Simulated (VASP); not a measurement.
Here is a VASP 6.6.1 calculation.

Contents of INCAR:

```
SYSTEM = C
PREC     = Accurate       ! precision mode
ENCUT    = 600            ! plane-wave cutoff, eV
EDIFF    = 1E-7           ! SCF threshold, eV
ISMEAR   = 0              ! smearing method
SIGMA    = 0.02           ! smearing width, eV
LREAL    = .False.        ! projectors in reciprocal space
LASPH    = .True.         ! aspherical terms in the spheres
NELM     = 80             ! most SCF steps
ALGO     = Normal         ! electronic algorithm
ISIF     = 3              ! what is computed and relaxed
LWAVE    = .False.        ! write WAVECAR
LCHARG   = .False.        ! write CHGCAR
GGA      = PE             ! functional
IBRION   = 2              ! ionic algorithm
NSW      = 100            ! ionic steps
EDIFFG   = -0.005         ! ionic threshold
```

The input KPOINTS:

```
Automatic mesh
0
Gamma
  12 12 12
  0 0 0
```

The input POSCAR:

```
C
1.0
    0.0000000000      1.7833700000      1.7833700000
    1.7833700000      0.0000000000      1.7833700000
    1.7833700000      1.7833700000      0.0000000000
C
2
Direct
    0.0000000000      0.0000000000      0.0000000000
    0.2500000000      0.2500000000      0.2500000000
```

Potentials or basis: VASP PAW PBE potentials, release 64 (C).

Run with:

```bash
$ cat potpaw_PBE.64/C/POTCAR > POTCAR
$ mpirun -np 1 vasp_std > vasp.out
```

Task: What does it give for the relaxed volume?

Result: 5.69 Å³/atom.

Task: What does it give for the relaxed cell?

Result: a = 2.525 Å, b = 2.525 Å, c = 2.525 Å, α = 60.00°, β = 60.00°, γ = 60.00°.

Task: Predict the space group after relaxing (to 0.05 Å).

Result: Fd-3m (No. 227).

Step by step:
| step | energy change (eV) | largest force (eV/Å) | pressure (GPa) | volume (Å³) |
| --- | --- | --- | --- | --- |
| 1 | 0.0000 | 0.0000 | 1.78 | 11.34 |
| 2 | 0.0001 | 0.0000 | -2.15 | 11.45 |
| 3 | -0.0003 | 0.0000 | 0.01 | 11.39 |

PBE usually gives volumes a little too large and moduli too small. Zero-point motion and thermal expansion aren't in these numbers.
